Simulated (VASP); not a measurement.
# KBr (Pm-3m) in VASP: further runs

KBr is run at these levels: LDA; tasks: single point, relaxation of cell and atoms.

All numbers are computed with VASP 6.6.1; they aren't measurements. Logs are shortened: lines on timing, memory, paths and dates and some standing lists are left out, and cuts for length are marked.

## Step 1: The cell of the first run

The structure is cubic, space group Pm-3m (No. 221). The conventional cell has a = 3.830 Å, b = 3.830 Å, c = 3.830 Å, α = 90.00°, β = 90.00°, γ = 90.00°. Within 4.4 Å of K (site symmetry m-3m) lie 8 Br at 3.32 Å and 6 K at 3.83 Å. Within 4.4 Å of Br (site symmetry m-3m) lie 8 K at 3.32 Å and 6 Br at 3.83 Å.

## Step 2: Single point, LDA

File INCAR:

```
PREC = Accurate ; ENCUT = 520
EDIFF = 1E-6 ; ISMEAR = 0
SIGMA = 0.02 ; LREAL = False
LASPH = True ; NELM = 60
ALGO = Normal ; ISIF = 2
LWAVE = False ; LCHARG = False
NBANDS = 15
```

File KPOINTS:

```
Automatic mesh
0
Gamma
  6 6 6
```

File POSCAR:

```
KBr
1.0
    3.8300121826      0.0000000000      0.0000000000
    0.0000000000      3.8300121826      0.0000000000
    0.0000000000      0.0000000000      3.8300121826
K Br
1 1
Direct
    0.0000000000      0.0000000000      0.0000000000
    0.5000000000      0.5000000000      0.5000000000
```

Potentials or basis: VASP PAW LDA potentials, release 64 (K_sv, Br).

Run with:

```
$ cat potpaw_LDA.64/K_sv/POTCAR potpaw_LDA.64/Br/POTCAR > POTCAR
$ mpirun -np 1 vasp_std > vasp.out
```

OUTCAR:

```text
PREC = Accurate
   ENCUT = 520
   EDIFF = 1E-6
   ISMEAR = 0
   LREAL = False
   LASPH = True
   NELM = 60
   ISIF = 2

 ion  position               nearest neighbor table
   1  0.000  0.000  0.000-
   2  0.500  0.500  0.500-

  LATTYP: Found a simple cubic cell.
 ALAT       =     3.8300121826

  Lattice vectors:

 A1 = (   3.8300121826,   0.0000000000,   0.0000000000)
 A2 = (   0.0000000000,   3.8300121826,   0.0000000000)
 A3 = (   0.0000000000,   0.0000000000,   3.8300121826)

Analysis of symmetry for initial positions (statically):
=====================================================================
 Subroutine PRICEL returns:
 Original cell was already a primitive cell.

 Routine SETGRP: Setting up the symmetry group for a
 simple cubic supercell.

 Subroutine GETGRP returns: Found 48 space group operations
[... 9 lines left out ...]

 Routine SETGRP: Setting up the symmetry group for a
 simple cubic supercell.

 Subroutine GETGRP returns: Found 48 space group operations
[... 11 lines left out ...]
                                     Primitive cell

  volume of cell :      56.1824

  direct lattice vectors                    reciprocal lattice vectors
     3.830012183  0.000000000  0.000000000     0.261095775  0.000000000  0.000000000
     0.000000000  3.830012183  0.000000000     0.000000000  0.261095775  0.000000000
     0.000000000  0.000000000  3.830012183     0.000000000  0.000000000  0.261095775

  length of vectors
     3.830012183  3.830012183  3.830012183     0.261095775  0.261095775  0.261095775

  position of ions in fractional coordinates (direct lattice)
     0.000000000  0.000000000  0.000000000
     0.500000000  0.500000000  0.500000000

  ion indices of the primitive-cell ions
   primitive index   ion index
                 1           1
                 2           2

----------------------------------------------------------------------------------------

 KPOINTS: Automatic mesh

Automatic generation of k-mesh.
 Grid dimensions read from file:
 generate k-points for:    6    6    6

 Generating k-lattice:

  Cartesian coordinates                     Fractional coordinates (reciprocal lattice)
     0.043515963  0.000000000  0.000000000     0.166666667  0.000000000  0.000000000
     0.000000000  0.043515963  0.000000000     0.000000000  0.166666667  0.000000000
     0.000000000  0.000000000  0.043515963     0.000000000  0.000000000  0.166666667

  Length of vectors
     0.043515963  0.043515963  0.043515963

  Shift w.r.t. Gamma in fractional coordinates (k-lattice)
     0.000000000  0.000000000  0.000000000

 Subroutine IBZKPT returns following result:
 ===========================================

 Found     20 irreducible k-points:

 Following reciprocal coordinates:
            Coordinates               Weight
  0.000000  0.000000  0.000000      1.000000
  0.166667  0.000000  0.000000      6.000000
  0.333333  0.000000  0.000000      6.000000
  0.500000  0.000000  0.000000      3.000000
  0.166667  0.166667  0.000000     12.000000
  0.333333  0.166667  0.000000     24.000000
[... 12 lines left out ...]
  0.500000  0.500000  0.333333      6.000000
  0.500000  0.500000  0.500000      1.000000
   k-points           NKPTS =     20   k-points in BZ     NKDIM =     20   number of bands    NBANDS=     15
   number of dos      NEDOS =    301   number of ions     NIONS =      2
   total plane-waves  NPLWV =  21952
   dimension x,y,z NGX =    28 NGY =   28 NGZ =   28
   dimension x,y,z NGXF=    56 NGYF=   56 NGZF=   56
   ions per type =               1   1
   NGX,Y,Z   is equivalent  to a cutoff of  12.15, 12.15, 12.15 a.u.
   NGXF,Y,Z  is equivalent  to a cutoff of  24.31, 24.31, 24.31 a.u.
 SYSTEM =  unknown system
   PREC   = accura    normal or accurate (medium, high low for compatibility)
   ISTART =      0    job   : 0-new  1-cont  2-samecut
   ICHARG =      2    charge: 1-file 2-atom 10-const
   ISPIN  =      1    spin polarized calculation?
   LNONCOLLINEAR =      F non collinear calculations
   LSORBIT =      F    spin-orbit coupling
   LASPH  =      T    aspherical Exc in radial PAW
   ENCUT  =  520.0 eV  38.22 Ry    6.18 a.u.   7.12  7.12  7.12*2*pi/ulx,y,z
   NELM   =     60;   NELMIN=  2; NELMDL= -5     # of ELM steps
   EDIFF  = 0.1E-05   stopping-criterion for ELM
   LREAL  =      F    real-space projection
   EDIFFG = 0.1E-04   stopping-criterion for IOM
   NSW    =      0    number of steps for IOM
   IBRION =     -1    ionic relax: 0-MD 1-quasi-New 2-CG
   NFREE  =      0    steps in history (QN), initial steepest desc. (CG)
   ISIF   =      2    stress and relaxation
   ISYM   =      2    0-nonsym 1-usesym 2-fastsym
   POTIM  = 0.5000    time-step for ionic-motion
   TEBEG  =    0.0;   TEEND  =   0.0 temperature during run
   PSTRESS=    0.0 pullay stress
   NELECT =      16.0000    total number of electrons
   NUPDOWN=      -1.0000    fix difference up-down
   EMIN   =  10.00;   EMAX   =-10.00  energy-range for DOS
   EFERMI =   0.00;   METHOD = LEGACY
   ISMEAR =     0;   SIGMA  =   0.02  broadening in eV -4-tet -1-fermi 0-gaus
   EFERMI_NEDOS =   21; number of points for ismear=-14 and -15
   IALGO  =     38    algorithm
   IMIX   =      4    mixing-type and parameters
     AMIX     =   0.40;   BMIX     =  1.00
     AMIX_MAG =   1.60;   BMIX_MAG =  1.00
  volume/ion in A,a.u.               =      28.09       189.57
  Fermi-wavevector in a.u.,A,eV,Ry     =   1.077080  2.035386 15.784140  1.160102
  Thomas-Fermi vector in A             =   2.212982
   LORBIT       =      0    0 simple, 1 ext, 2 COOP (PROOUT), +10 PAW based schemes
   GGA     = CA    functional components
   LHFCALC =     F    Hartree Fock is set to
   AEXX    =    0.0000 exact exchange contribution
   IVDW    =     0    specifies the selected vdW correction
   LEPSILON=     F    determine dielectric tensor
   LRPA    =     F    only Hartree local field effects (RPA)
 non-spin polarized calculation
 Gauss-broadening in eV      SIGMA  =   0.02
  energy-cutoff  :      520.00
  volume of cell :       56.18
 maximum number of plane-waves:      1532
   NGX = 15   NGY = 15   NGZ = 15

 number of electron      16.0000005 magnetization

 Free energy of the ion-electron system (eV)
  ---------------------------------------------------
  ext. energy  EPLUGINS =         0.00000000
  ---------------------------------------------------
  free energy    TOTEN  =        -6.77657074 eV

  energy without entropy =       -6.77657074  energy(sigma->0) =       -6.77657074

 E-fermi :   0.1626     XC(G=0):  -9.0105

 val. band max:       -0.0137191536   @ k =   0.5000   0.5000   0.0000
 cond. band min:       4.0213654115   @ k =   0.0000   0.0000   0.0000
 fundamental gap:      4.0350845652
 Fermi energy:         0.1626459121

 k-point     1 :       0.0000    0.0000    0.0000
  band No.  band energies     occupation
      1     -28.1188      2.00000
      2     -13.2001      2.00000
      3     -11.7616      2.00000
      4     -11.7616      2.00000
      5     -11.7616      2.00000
      6      -0.3370      2.00000
      7      -0.3370      2.00000
      8      -0.3370      2.00000
      9       4.0214      0.00000
     10       5.2977      0.00000
     11       5.2977      0.00000
     12       9.8084      0.00000
     13       9.8084      0.00000
     14       9.8084      0.00000
     15      12.7750      0.00000

 k-point     2 :       0.1667    0.0000    0.0000
  band No.  band energies     occupation
      1     -28.1130      2.00000
      2     -13.2432      2.00000
      3     -11.7518      2.00000
      4     -11.7518      2.00000
      5     -11.7146      2.00000
      6      -1.0814      2.00000
      7      -0.3414      2.00000
      8      -0.3414      2.00000
      9       4.7323      0.00000
     10       5.5377      0.00000
     11       6.0800      0.00000
     12       9.7249      0.00000
     13       9.7249      0.00000
     14       9.9441      0.00000
     15      11.5933      0.00000

 k-point     3 :       0.3333    0.0000    0.0000
  band No.  band energies     occupation
      1     -28.1015      2.00000
      2     -13.3328      2.00000
      3     -11.7321      2.00000
      4     -11.7321      2.00000
      5     -11.6079      2.00000
      6      -2.1487      2.00000
      7      -0.3522      2.00000
      8      -0.3522      2.00000
      9       5.9738      0.00000
     10       6.2094      0.00000
     11       7.6324      0.00000
     12       9.7426      0.00000
     13       9.7426      0.00000
     14       9.7481      0.00000
     15      10.2602      0.00000

 k-point     4 :       0.5000    0.0000    0.0000
  band No.  band energies     occupation
      1     -28.0957      2.00000
      2     -13.3789      2.00000
      3     -11.7222      2.00000
      4     -11.7222      2.00000
      5     -11.5483      2.00000
      6      -2.5821      2.00000
      7      -0.3585      2.00000
      8      -0.3585      2.00000
      9       6.7954      0.00000
     10       6.8285      0.00000
     11       8.2361      0.00000
     12       8.6908      0.00000
     13       9.9477      0.00000
     14       9.9477      0.00000
     15      10.4506      0.00000
[... 235 lines left out ...]
 k-point    18 :       0.5000    0.3333    0.3333
  band No.  band energies     occupation
      1     -28.0649      2.00000
      2     -12.7735      2.00000
      3     -11.9285      2.00000
      4     -11.9149      2.00000
      5     -11.8963      2.00000
      6      -1.9249      2.00000
      7      -1.6262      2.00000
      8      -1.4550      2.00000
      9       6.5693      0.00000
     10       7.1739      0.00000
     11       7.5580      0.00000
     12       9.2673      0.00000
     13       9.6125      0.00000
     14       9.9451      0.00000
     15      11.6957      0.00000

 k-point    19 :       0.5000    0.5000    0.3333
  band No.  band energies     occupation
      1     -28.0599      2.00000
      2     -12.6739      2.00000
      3     -11.9714      2.00000
      4     -11.9714      2.00000
      5     -11.8899      2.00000
      6      -1.9077      2.00000
      7      -1.9077      2.00000
      8      -1.5638      2.00000
      9       6.5740      0.00000
     10       7.5186      0.00000
     11       7.5186      0.00000
     12       9.0864      0.00000
     13      10.1790      0.00000
     14      10.1790      0.00000
     15      11.6400      0.00000

 k-point    20 :       0.5000    0.5000    0.5000
  band No.  band energies     occupation
      1     -28.0550      2.00000
      2     -12.6214      2.00000
      3     -11.9531      2.00000
      4     -11.9531      2.00000
      5     -11.9531      2.00000
      6      -1.9549      2.00000
      7      -1.9549      2.00000
      8      -1.9549      2.00000
      9       7.4580      0.00000
     10       7.4580      0.00000
     11       7.4580      0.00000
     12       9.8806      0.00000
     13       9.8806      0.00000
     14       9.8806      0.00000
     15      11.6713      0.00000

------------------------ aborting loop because EDIFF is reached ----------------------------------------

  FORCE on cell =-STRESS in cart. coord.  units (eV):
  Direction    XX          YY          ZZ          XY          YZ          ZX
  --------------------------------------------------------------------------------------
  -------------------------------------------------------------------------------------
  Total        0.0270640      0.0270640      0.0270640      0.0000000     -0.0000000     -0.0000000
  in kB        0.7717954      0.7717954      0.7717954      0.0000000     -0.0000000     -0.0000000
  external PRESSURE =       0.7717954 kB  Pullay stress =       0.0000000 kB

 VOLUME and BASIS-vectors are now :
 -----------------------------------------------------------------------------
  energy-cutoff  :      520.00
  volume of cell :       56.18
      direct lattice vectors                 reciprocal lattice vectors
     3.830012183  0.000000000  0.000000000     0.261095775  0.000000000  0.000000000
     0.000000000  3.830012183  0.000000000     0.000000000  0.261095775  0.000000000
     0.000000000  0.000000000  3.830012183     0.000000000  0.000000000  0.261095775

 POSITION                                       TOTAL-FORCE (eV/Angst)
 -----------------------------------------------------------------------------------
      0.00000      0.00000      0.00000         0.000000      0.000000      0.000000
      1.91501      1.91501      1.91501         0.000000      0.000000      0.000000
 -----------------------------------------------------------------------------------
    total drift:                               -0.000000      0.000000      0.000000

  FREE ENERGIE OF THE ION-ELECTRON SYSTEM (eV)
  ---------------------------------------------------
  free  energy   TOTEN  =        -6.7765707417 eV

  energy  without entropy=       -6.7765707417  energy(sigma->0) =       -6.77657074
```

Run time: 5 s. Hardware: 1 thread of Intel Xeon 6975P-C (Granite Rapids), shared host; peak memory 0.14 GiB.

What came out:

| Quantity | Value |
| --- | --- |
| Free energy | -6.7766 eV |
| Pressure | 0.1 GPa |
| Band gap on the k mesh | 4.04 eV, indirect (least direct gap 4.36 eV) |

Levels at points of the mesh, in eV from the valence-band top:
```
           k point  band 6  band 7  band 8  band 9  band 10  band 11
(0.00, 0.00, 0.00)   -0.32   -0.32   -0.32    4.04     5.31     5.31
(0.50, 0.00, 0.00)   -2.57   -0.34   -0.34    6.81     6.84     8.25
(0.50, 0.50, 0.00)   -1.76   -1.76    0.00    4.88     6.35     7.89
(0.50, 0.50, 0.50)   -1.94   -1.94   -1.94    7.47     7.47     7.47
```

A k mesh can miss the band edges. A hybrid or GW would open this gap; LDA tends to underestimate it.

## Step 3: Relaxation of cell and atoms, LDA

File INCAR:

```
  PREC = Accurate
  ENCUT = 600
  EDIFF = 1E-7
  ISMEAR = 0
  SIGMA = 0.02
  LREAL = F
  LASPH = T
  NELM = 100
  ALGO = Normal
  ISIF = 3
  LWAVE = F
  LCHARG = F
  GGA = CA
  IBRION = 2
  NSW = 100
  EDIFFG = -0.005
```

File KPOINTS:

```
regular mesh
0
Gamma
  6 6 6
```

POSCAR is that of step 2.

Potentials or basis: VASP PAW LDA potentials, release 64 (K_sv, Br).

Run with:

```
$ cat potpaw_LDA.64/K_sv/POTCAR potpaw_LDA.64/Br/POTCAR > POTCAR
$ mpirun -np 1 vasp_std > vasp.out
```

Wall time 7.4 s (1 thread of Intel Xeon 6975P-C (Granite Rapids), shared host); peak memory 0.16 GiB.

Results (log left out):

```yaml
Free_energy: -6.7767 eV
Relaxed_volume: 28.15 Å³/atom
Relaxed_cell: a = 3.833 Å, b = 3.833 Å, c = 3.833 Å, α = 90.00°, β = 90.00°, γ = 90.00°
Space_group_after_relaxing_to_0.05_Å: Pm-3m (No. 221)
Energy_gained_by_relaxing: 0.0 meV/atom
Ionic_steps: 2
Pressure_after_relaxing: 0.0 GPa
Band_gap_on_the_k_mesh: 4.03 eV, indirect (least direct gap 4.35 eV)
```

Final structure:
```cif
data_structure
_symmetry_space_group_name_H-M 'P 1'
_symmetry_Int_Tables_number 1
_cell_length_a 3.8326
_cell_length_b 3.8326
_cell_length_c 3.8326
_cell_angle_alpha 90.000
_cell_angle_beta 90.000
_cell_angle_gamma 90.000
_cell_volume 56.30
loop_
_atom_site_label
_atom_site_type_symbol
_atom_site_fract_x
_atom_site_fract_y
_atom_site_fract_z
_atom_site_occupancy
K1 K 0.00000 0.00000 0.00000 1
Br1 Br 0.50000 0.50000 0.50000 1
```

Levels at points of the mesh, in eV from the valence-band top:
```
           k point  band 5  band 6  band 7  band 8  band 9  band 10  band 11  band 12
(0.00, 0.00, 0.00)  -11.75   -0.32   -0.32   -0.32    4.03     5.32     5.32     9.82
(0.50, 0.00, 0.00)  -11.54   -2.56   -0.34   -0.34    6.80     6.84     8.24     8.70
(0.50, 0.50, 0.00)  -11.68   -1.75   -1.75    0.00    4.88     6.35     7.89     7.89
(0.50, 0.50, 0.50)  -11.94   -1.93   -1.93   -1.93    7.47     7.47     7.47     9.88
```

A k mesh can miss the band edges.

## Step 4: Single point, LDA

This run uses another cell than the first one: it holds 4 atoms, not 2.

File INCAR:

```
ALGO = Normal
EDIFF = 1E-6
ENCUT = 520
GGA = CA
ISIF = 2
ISMEAR = 0
LASPH = T
LCHARG = F
LREAL = F
LWAVE = F
NBANDS = 24
NELM = 100
PREC = Accurate
SIGMA = 0.05
```

File KPOINTS:

```
k-points
0
Gamma
  6 6 4
```

File POSCAR:

```
KBr
1.0
    3.8300121826      0.0000000000      0.0000000000
    0.0000000000      3.8300121826      0.0000000000
    0.0000000000      0.0000000000      7.6600243652
K Br
2 2
Direct
    0.0000000000      0.0000000000      0.0000000000
    0.0000000000      0.0000000000      0.5000000000
    0.5000000000      0.5000000000      0.2500000000
    0.5000000000      0.5000000000      0.7500000000
```

Run with:

```
$ cat potpaw_LDA.64/K_sv/POTCAR potpaw_LDA.64/Br/POTCAR > POTCAR
$ mpirun -np 1 vasp_std > vasp.out
```

Wall time 24 s (1 thread of Intel Xeon 6975P-C (Granite Rapids), shared host); peak memory 0.21 GiB.

Results (log left out):

| Property | Result |
| --- | --- |
| Free energy | -13.5534 eV |
| Pressure | 0.1 GPa |
| Band gap on the k mesh | 4.04 eV |

Levels at points of the mesh, in eV from the valence-band top:
| k point | band 12 | band 13 | band 14 | band 15 | band 16 | band 17 | band 18 | band 19 | band 20 | band 21 |
| --- | --- | --- | --- | --- | --- | --- | --- | --- | --- | --- |
| (0.00, 0.00, 0.00) | -0.34 | -0.34 | -0.32 | -0.32 | -0.32 | 4.04 | 5.31 | 5.31 | 6.81 | 6.84 |
| (0.50, 0.00, 0.00) | -1.76 | -1.76 | -0.34 | -0.34 | 0.00 | 4.88 | 6.35 | 6.81 | 6.84 | 7.89 |
| (0.50, 0.50, 0.00) | -1.94 | -1.94 | -1.76 | -1.76 | 0.00 | 4.88 | 6.35 | 7.47 | 7.47 | 7.47 |
| (0.00, 0.00, 0.50) | -1.65 | -0.33 | -0.33 | -0.33 | -0.33 | 5.35 | 5.35 | 5.84 | 5.84 | 6.89 |
| (0.50, 0.00, 0.50) | -2.19 | -1.14 | -1.14 | -0.18 | -0.18 | 5.99 | 5.99 | 6.72 | 6.72 | 8.56 |
| (0.50, 0.50, 0.50) | -1.85 | -1.85 | -1.85 | -1.11 | -1.11 | 5.92 | 5.92 | 7.62 | 7.62 | 7.62 |

## Step 5: Overview

```tsv
task	cell	k mesh	cutoff (eV)	smearing	gap on the mesh (eV)	pressure (GPa)
single point	a = 3.830 Å, 2 atoms	6 × 6 × 6	520	gaussian 0.02 eV	4.04	0.1
relaxation of cell and atoms	relaxed from a = 3.830 Å, 2 atoms	6 × 6 × 6	600	gaussian 0.02 eV	4.03	0.0
single point	a = 3.830, b = 3.830, c = 7.660 Å, 4 atoms	6 × 6 × 4	520	gaussian 0.05 eV	4.04	0.1
```

Alike in all rows: level LDA; potentials or basis VASP PAW LDA potentials, release 64 (K_sv, Br); no spin polarisation.

Total energies depend on the potentials used, so only differences within one code and one set of settings carry meaning.
